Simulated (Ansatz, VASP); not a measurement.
**Two plane-wave programs on NbTe**

Contents of INCAR:

```
PREC = Accurate
ENCUT = 520
EDIFF = 1E-6
ISMEAR = 0
SIGMA = 0.02
LREAL = F
LASPH = T
NELM = 100
ALGO = Normal
ISIF = 2
LWAVE = F
LCHARG = F
GGA = PE
NBANDS = 16
```

The input KPOINTS:

```
Automatic mesh
0
Gamma
  8 8 7
```

POSCAR

```
NbTe
1.0
    3.7029743866      0.0000000000      0.0000000000
   -1.8514871933      3.2068698884      0.0000000000
    0.0000000000      0.0000000000      3.6942110000
Te Nb
1 1
Direct
    0.6666666667      0.3333333333      0.0000000000
    0.0000000000      0.0000000000      0.5000000000
```

The input input.yaml:

```yaml
crystal:
  lattice:
    - [3.7029743866, 0.0, 0.0]
    - [-1.8514871933, 3.2068698884, 0.0]
    - [0.0, 0.0, 3.694211]
  atoms:
    - { symbol: Te, position: [0.6666666667, 0.3333333333, 0.0] }
    - { symbol: Nb, position: [0.0, 0.0, 0.5] }
hamiltonian:
  xc: pbe
  pseudopotentials: { kind: paw }
kpoints:
  mp_grid: { grid: [8, 8, 7] }
scf:
  occupations: { method: gaussian, width: 0.02 }
output:
  forces: true
  stress: true
  eigenvalues: true
```

Alike in both runs: task single point; functional PBE; k mesh 8 × 8 × 7; occupations gaussian, width 0.02 eV; no spin polarisation.

|  | VASP | Ansatz |
| --- | --- | --- |
| version | VASP 6.6.1 | Ansatz 0.2.0 |
| potentials or method | VASP PAW PBE potentials, release 64 (Te, Nb_sv) | Ansatz PAW |
| plane-wave cutoff (eV) | 520 | 420 |
| valence electrons in the cell | 19 | 29 |

|  | VASP | Ansatz | Ansatz less VASP |
| --- | --- | --- | --- |
| gap on the k mesh at the Fermi level (eV) | none | none | - |
| pressure (GPa) | -0.8 | -0.6 | +0.22 |
| traceless stress, the component that is largest in VASP (GPa) | 0.78 | 0.84 | +0.052 |

A gap of «none» marks a metal or a gap that the smearing closes. VASP's potentials hold 19 valence electrons a cell and Ansatz's 29, so a difference there can come from the potentials and not from the codes.

Neither program's run includes spin-orbit coupling.
